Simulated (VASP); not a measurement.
A run of VASP 6.6.1:

INCAR

```
SYSTEM = Al
PREC = Accurate
ENCUT = 520
EDIFF = 1E-6
ISMEAR = -1
SIGMA = 0.05
LREAL = .False.
LASPH = .True.
NELM = 80
ALGO = Normal
ISIF = 2
LWAVE = .False.
LCHARG = .False.
GGA = PS
NBANDS = 8
```

File KPOINTS:

```
regular mesh
0
Gamma
  24 24 24
  0 0 0
```

POSCAR

```
Al
1.0
    0.0000000000      1.9588461796      1.9588461796
    1.9588461796      0.0000000000      1.9588461796
    1.9588461796      1.9588461796      0.0000000000
Al
1
Direct
    0.0000000000      0.0000000000      0.0000000000
```

Potentials or basis: VASP PAW PBE potentials, release 64 (Al).

Run with:

```sh
$ cat potpaw_PBE.64/Al/POTCAR > POTCAR
$ mpirun -np 1 vasp_std > vasp.out
```

Hardware: 1 thread of Intel Xeon 8259CL (shared host).

Task: How long does it take, and how much memory?

Result: It took 45 s on 1 thread of Intel Xeon 8259CL, with other jobs on the host, peak memory 0.16 GiB. Counts: scf iterations 9, k points 413.
